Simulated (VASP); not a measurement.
The system is KF (Carobbiite).

```
K F
1.0
     0.00000    2.79190    2.79190
     2.79190    0.00000    2.79190
     2.79190    2.79190    0.00000
K F
1 1
Direct
  0.00000 0.00000 0.00000
  0.50000 0.50000 0.50000
```

This cell differs from its parent crystal: strain +5.0%.

Program: VASP 6.6.1. Alike in all runs: task single point; potentials or basis VASP PAW PBE potentials, release 64 (K_sv, F); no spin polarisation; cell as given; cutoff (eV) 520. Hardware: 1 thread of AMD EPYC 9R45 (Zen 5), with other jobs on the host.

Question: Order these runs on this cell by their wall time, lowest first.
A. level r2SCAN; k mesh 8 × 8 × 8; smearing gaussian 0.01 eV
B. level PBE; k mesh 8 × 8 × 8; smearing fermi-dirac 0.02 eV
C. level PBE; k mesh 4 × 4 × 4; smearing gaussian 0.01 eV

Answer: C (4.2 s), B (10 s), A (49 s).

Caveats: some runs use coarse meshes.
